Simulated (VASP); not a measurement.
# Rh (Fm-3m) in VASP: notebook, part 2 of 2

VASP 6.6.1. The steps go on from the part before.

**4. Relaxation of cell and atoms, RPBE+D3(BJ)**

This run uses another cell than the first one, of 13.67 Å³/atom, 1.006 times its volume.

Contents of INCAR:

```
SYSTEM = Rh
PREC = Accurate
ENCUT = 600
EDIFF = 1E-7
ISMEAR = -1
SIGMA = 0.05
LREAL = .FALSE.
LASPH = .TRUE.
NELM = 100
ALGO = Normal
ISIF = 3
LWAVE = .FALSE.
LCHARG = .FALSE.
GGA = RP
IVDW = 12
IBRION = 2
NSW = 80
EDIFFG = -0.02
```

Contents of KPOINTS:

```
regular mesh
0
G
  12 12 12
  0 0 0
```

Contents of POSCAR:

```
Rh
1.0
    0.0000000000      1.8978500000      1.8978500000
    1.8978500000      0.0000000000      1.8978500000
    1.8978500000      1.8978500000      0.0000000000
Rh
1
Direct
    0.0000000000      0.0000000000      0.0000000000
```

Potentials or basis: VASP PAW PBE potentials, release 64 (Rh_pv).

Started as:

```sh
cat potpaw_PBE.64/Rh_pv/POTCAR > POTCAR
mpirun -np 1 vasp_std > vasp.out
```

OUTCAR:

```text
SYSTEM = Rh
   PREC = Accurate
   ENCUT = 600
   EDIFF = 1E-7
   ISMEAR = -1
   LREAL = .FALSE.
   LASPH = .TRUE.
   NELM = 100
   ISIF = 3
   GGA = RP
   IVDW = 12
   IBRION = 2
   NSW = 80
   EDIFFG = -0.02
 IVDW          = 12

 ion  position               nearest neighbor table
   1  0.000  0.000  0.000-

  LATTYP: Found a face centered cubic cell.
 ALAT       =     3.7957000000

  Lattice vectors:

 A1 = (   0.0000000000,   1.8978500000,   1.8978500000)
 A2 = (   1.8978500000,   0.0000000000,   1.8978500000)
 A3 = (   1.8978500000,   1.8978500000,   0.0000000000)

Analysis of symmetry for initial positions (statically):
[... 33 lines left out ...]
                                     Primitive cell

  volume of cell :      13.6715

  direct lattice vectors                    reciprocal lattice vectors
     0.000000000  1.897850000  1.897850000    -0.263456016  0.263456016  0.263456016
     1.897850000  0.000000000  1.897850000     0.263456016 -0.263456016  0.263456016
     1.897850000  1.897850000  0.000000000     0.263456016  0.263456016 -0.263456016

  length of vectors
     2.683965209  2.683965209  2.683965209     0.456319205  0.456319205  0.456319205

  position of ions in fractional coordinates (direct lattice)
     0.000000000  0.000000000  0.000000000

  ion indices of the primitive-cell ions
   primitive index   ion index
                 1           1

[... 112 lines left out ...]
 number of electron      15.0000002 magnetization

 Free energy of the ion-electron system (eV)
  ---------------------------------------------------
  ext. energy  EPLUGINS =         0.00000000
  ---------------------------------------------------
  free energy    TOTEN  =        -6.59953149 eV

  energy without entropy =       -6.59107689  energy(sigma->0) =       -6.59530419

------------------------ aborting loop because EDIFF is reached ----------------------------------------

 Edisp (eV)   -3.47669

 E8    (eV) :    -2.3154
[... 147 lines left out ...]
--------------------------------------- Ionic step        5  -------------------------------------------

 number of electron      15.0000000 magnetization

 Free energy of the ion-electron system (eV)
  ---------------------------------------------------
  ext. energy  EPLUGINS =         0.00000000
  ---------------------------------------------------
  free energy    TOTEN  =        -6.37081802 eV

  energy without entropy =       -6.36383159  energy(sigma->0) =       -6.36732481

 E-fermi :  13.9968     XC(G=0): -14.6202

 val. band max:       13.8878159499   @ k =  -0.3333   0.3333   0.0000
 cond. band min:      14.0279537743   @ k =   0.3333   0.1667   0.0000
 fundamental gap:      0.1401378244
 Fermi energy:        13.9968339463

 k-point     1 :       0.0000    0.0000    0.0000
  band No.  band energies     occupation
      1     -32.6104      2.00000
      2     -32.6104      2.00000
      3     -32.6104      2.00000
      4       5.2820      2.00000
      5      10.3614      2.00000
      6      10.3614      2.00000
      7      10.3614      2.00000
      8      12.8027      2.00000
      9      12.8027      2.00000
     10      29.8523      0.00000
     11      34.2203      0.00000
[... 309 lines left out ...]
 k-point    24 :      -0.4167    0.1667    0.0000
  band No.  band energies     occupation
      1     -33.5525      2.00000
      2     -32.9411      2.00000
      3     -32.7894      2.00000
      4       7.7811      2.00000
      5       9.5638      2.00000
      6      11.0342      2.00000
      7      11.5885      2.00000
      8      14.2688      0.00866
      9      18.5190      0.00000
     10      23.7799      0.00000
     11      30.5413      0.00000

 [... further k-points ...]

------------------------ aborting loop because EDIFF is reached ----------------------------------------

 Edisp (eV)   -3.83735

 E8    (eV) :    -2.5507
[... 24 lines left out ...]
  FREE ENERGIE OF THE ION-ELECTRON SYSTEM (eV)
  ---------------------------------------------------
  free  energy   TOTEN  =       -10.2081713789 eV

  energy  without entropy=      -10.2011849497  energy(sigma->0) =      -10.20467816

 reached required accuracy - stopping structural energy minimisation
```

It took 65 s on 1 thread of Intel Xeon 8259CL, shared host; peak memory 0.17 GiB.

What came out:

* Free energy: -10.2082 eV
* Relaxed volume: 12.40 Å³/atom
* Relaxed cell: a = 2.598 Å, b = 2.598 Å, c = 2.598 Å, α = 60.00°, β = 60.00°, γ = 60.00°
* Space group after relaxing (to 0.05 Å): Fm-3m (No. 225)
* Energy gained by relaxing: 131.9 meV/atom
* Ionic steps: 5
* Pressure after relaxing: 0.0 GPa
* Dispersion energy per atom: -3.837 eV

Step by step:
```
step  energy change (eV)  largest force (eV/Å)  pressure (GPa)  volume (Å³)
   1              0.0000                0.0000          -30.30        13.67
   2              1.7083                0.0000          241.95         9.17
   3             -0.1298                0.0000           -4.53        12.55
   4             -0.1317                0.0000           -1.70        12.46
   5             -0.1319                0.0000            0.02        12.40
```

Final structure:
```
Rh
1.0
     0.00000    1.83727    1.83727
     1.83727    0.00000    1.83727
     1.83727    1.83727    0.00000
Rh
1
Direct
  0.00000 0.00000 0.00000
```

Caveat: the PAW data sets were made with another functional, which shifts forces and pressure a little; pairwise dispersion overbinds metals, which lowers pressure and volume.

**5. The runs side by side**

| task | level | cell | cutoff (eV) | gap on the mesh (eV) | pressure (GPa) |
| --- | --- | --- | --- | --- | --- |
| single point | PBE+D4 | a = 2.678 Å, angles 60.0°, 1 atom | 520 | none | 0.2 |
| single point | BLYP | a = 2.757 Å, angles 60.0°, 1 atom | 520 | none | 0.6 |
| relaxation of cell and atoms | RPBE+D3(BJ) | relaxed from a = 2.684 Å, angles 60.0°, 1 atom | 600 | none | 0.0 |

Alike in all rows: potentials or basis VASP PAW PBE potentials, release 64 (Rh_pv); no spin polarisation; k mesh 12 × 12 × 12; smearing fermi-dirac 0.05 eV.

Caveats: pairwise dispersion overbinds metals, which lowers pressure and volume (some runs); the PAW data sets were made with another functional, which shifts forces and pressure a little (some runs).

Absolute energies hang on the potentials; compare differences alone.
